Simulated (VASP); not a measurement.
Set up this calculation in VASP 6.6.1, as the native input.

```yaml
Task: electric field gradients
Functional: r2SCAN
Potentials_or_basis: VASP PAW PBE potentials, release 64 (Ag)
Cutoff: 520 eV
k_mesh: 14 × 14 × 14
Occupations: fermi-dirac, width 0.05 eV
Spin: no spin polarisation
Dipole_correction: no
Further_INCAR_settings: ALGO = Normal; EDIFF = 1e-08; NBANDS = 12
```

Ag:

```
Ag
1.0
     0.00000    2.07918    2.07918
     2.07918    0.00000    2.07918
     2.07918    2.07918    0.00000
Ag
1
Cartesian
  0.0000 0.0000 0.0000
```

One way to write it, as run:

POSCAR

```
Ag
1.0
    0.0000000000      2.0791836220      2.0791836220
    2.0791836220      0.0000000000      2.0791836220
    2.0791836220      2.0791836220      0.0000000000
Ag
1
Direct
    0.0000000000      0.0000000000      0.0000000000
```

INCAR.step1

```
SYSTEM = Ag
ALGO = Normal
EDIFF = 1E-4
ENCUT = 520
GGA = PE
ISMEAR = -1
LASPH = .True.
LCHARG = .False.
LREAL = .False.
LWAVE = .True.
NBANDS = 12
NELM = 60
PREC = Accurate
SIGMA = 0.05
```

INCAR.step2

```
SYSTEM = Ag
ALGO = Normal
EDIFF = 1E-8
ENCUT = 520
ISIF = 2
ISMEAR = -1
ISTART = 1
LASPH = .True.
LCHARG = .False.
LEFG = .True.
LMIXTAU = .True.
LREAL = .False.
LWAVE = .False.
METAGGA = R2SCAN
NBANDS = 12
NELM = 60
PREC = Accurate
SIGMA = 0.05
```

KPOINTS

```
k-points
0
Gamma
  14 14 14
  0 0 0
```

Potentials or basis: VASP PAW PBE potentials, release 64 (Ag).

The run is started by

```console
$ cat potpaw_PBE.64/Ag/POTCAR > POTCAR
$ cp INCAR.step1 INCAR
$ mpirun -np 1 vasp_std > vasp.out
$ cp INCAR.step2 INCAR
$ mpirun -np 1 vasp_std > vasp.out
```

It gave:

```json
{
 "Pressure": "-3.5 GPa",
 "Band gap on the k mesh": "zero (an odd number of electrons rules out a gap without spin polarisation)",
 "Largest electric field gradient by atom": "zero within the noise of the run"
}
```

Caveat: the cell stands under tension; the PAW data sets were made with another functional, which shifts forces and pressure a little.

Wall time 79 s on 1 thread of Intel(R) Xeon(R) Platinum 8488C (Sapphire Rapids) (shared host), peak memory 0.15 GiB.
